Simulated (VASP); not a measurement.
The system is Ag.

```xyz
3
Lattice="1.4531 0.8390 7.1073 -1.4531 0.8390 7.1073 0.0000 -1.6779 7.1073" Properties=species:S:1:pos:R:3 pbc="T T T"
Ag    0.0000    0.0000    4.7394
Ag    0.0000    0.0000   16.5824
Ag    0.0000    0.0000    0.0000
```

Program: VASP 6.6.1. Alike in all runs: task single point; no spin polarisation; cell as given; k mesh 10 × 10 × 10; cutoff (eV) 520; smearing fermi-dirac 0.05 eV.

Problem. Order these runs on this cell by their pressure, lowest first.
A. level LDA; potentials or basis VASP PAW LDA potentials, release 64 (Ag)
B. level PBE; potentials or basis VASP PAW PBE potentials, release 64 (Ag)
C. level r2SCAN; potentials or basis VASP PAW PBE potentials, release 64 (Ag)

Solution. A (-8.2 GPa), C (0.3 GPa), B (3.2 GPa).

Caveats: the cell stands under pressure (at least some runs); the PAW data sets were made with another functional, which shifts forces and pressure a little (at least some runs); the cell stands under tension (at least some runs).
